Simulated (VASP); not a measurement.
PbSe:

```
Pb Se
1.0
     0.00000    2.96515    3.11377
     2.96515    0.00000    3.11377
     2.96515    2.96515    0.00000
Pb Se
1 1
Direct
  0.00000 0.00000 0.00000
  0.50000 0.50000 0.50000
```

This cell differs from its parent crystal: epitaxial xy strain -4.0%.

Base run:

```yaml
Program: VASP 6.6.1
Functional: r2SCAN
Potentials_or_basis: VASP PAW PBE potentials, release 64 (Pb_d, Se)
Cutoff: 520 eV
k_mesh: 8 × 8 × 8
Occupations: fermi-dirac, width 0.02 eV
Spin: no spin polarisation
```

Its results: band gap on the k mesh 0.33 eV, direct; pressure 4.9 GPa.

**Question.** The run is repeated on the same cell with these changes: functional from r2SCAN to PBE; further incar settings from ALGO = Normal; EDIFF = 1e-07; NBANDS = 17 to ALGO = Normal; EDIFF = 1e-06; NBANDS = 17. What comes out?

**Answer.** Band gap on the k mesh 0.06 eV, direct; pressure 5.7 GPa.

Caveats: spin-orbit coupling is left out, which moves the levels of the heavy elements; the PAW data sets were made with another functional, which shifts forces and pressure a little (some runs).

A k mesh can miss the band edges.
